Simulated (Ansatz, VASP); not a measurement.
## Na: VASP beside Ansatz

```
Na
1.0
     0.00000    3.19072    3.19072
     3.19072    0.00000    3.19072
     3.19072    3.19072    0.00000
Na
2
Direct
  0.87500 0.87500 0.87500
  0.12500 0.12500 0.12500
```

Change from the starting cell: volume scaled by 0.6, LAPW.

Alike in both runs: task single point; functional PBE; k mesh 9 × 9 × 9; occupations fermi-dirac, width 0.05 eV; no spin polarisation.

|  | VASP | Ansatz |
| --- | --- | --- |
| version | VASP 6.6.1 | Ansatz 0.2.0 |
| potentials or method | VASP PAW PBE potentials, release 64 (Na_pv), cutoff 520 eV | all-electron LAPW, scalar-relativistic |

|  | VASP | Ansatz | Ansatz less VASP |
| --- | --- | --- | --- |
| pressure (GPa) | 3.7 | 3.7 | +0.03 |

Ansatz ran all-electron here, and VASP with PAW potentials.
